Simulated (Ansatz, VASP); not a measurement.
# Au: VASP beside Ansatz

POSCAR

```
Au
1.0
    0.0000000000      1.9943625000      2.1477750000
    1.9943625000      0.0000000000      2.1477750000
    1.9943625000      1.9943625000      0.0000000000
Au
1
Direct
    0.0000000000      0.0000000000      0.0000000000
```

INCAR.step1

```
PREC = Accurate ; ENCUT = 520
ISMEAR = 0 ; SIGMA = 0.15
LREAL = F ; LASPH = T
NELM = 60 ; NBANDS = 12
GGA = PE ; ALGO = Normal
EDIFF = 1E-4 ; LWAVE = T
LCHARG = F
```

File INCAR.step2:

```
PREC = Accurate ; ENCUT = 520
EDIFF = 1E-7 ; ISMEAR = 0
SIGMA = 0.15 ; LREAL = F
LASPH = T ; NELM = 60
ALGO = Normal ; ISIF = 2
LWAVE = F ; LCHARG = F
METAGGA = R2SCAN ; LMIXTAU = T
NBANDS = 12 ; ISTART = 1
```

File KPOINTS:

```
regular mesh
0
Gamma
  20 20 20
```

Input for Ansatz:

```yaml
crystal:
  lattice:
    - [0.0, 1.9943625, 2.147775]
    - [1.9943625, 0.0, 2.147775]
    - [1.9943625, 1.9943625, 0.0]
  atoms:
    - { symbol: Au, position: [0.0, 0.0, 0.0] }
basis:
  ecutwfc: 500
kpoints:
  mp_grid: { grid: [20, 20, 20] }
hamiltonian:
  xc: r2scan
scf:
  occupations: { method: gaussian, width: 0.15 }
output:
  forces: true
  stress: true
  eigenvalues: true
```

Change from the starting cell: strain -0.025 along x and y, +0.050 along z, atoms carried along.

Alike in both runs: task single point; functional r2SCAN; k mesh 20 × 20 × 20; occupations gaussian, width 0.15 eV; no spin polarisation.

```csv
,VASP,Ansatz
version,VASP 6.6.1,Ansatz 0.2.0
potentials or method,"VASP PAW PBE potentials, release 64 (Au), cutoff 520 eV","scalar-relativistic, plane waves, PAW"
valence electrons in the cell,11,19
```

VASP gave:

| Property | Result |
| --- | --- |
| gap on the k mesh at the Fermi level (eV) | none |
| pressure (GPa) | 5.0 |
| traceless stress, the component that is largest in VASP (GPa) | -1.97 |

**Question.** Estimate Ansatz's values.

**Answer.** gap on the k mesh at the Fermi level (eV): none; pressure (GPa): 4.7; traceless stress, the component that is largest in VASP (GPa): -1.92.

VASP's potentials were made for PBE, not for r2SCAN. A gap of «none» marks a metal or a gap that the smearing closes. VASP's potentials hold 11 valence electrons a cell and Ansatz's 19, so a difference there can come from the potentials and not from the codes.

Neither program's run includes spin-orbit coupling.
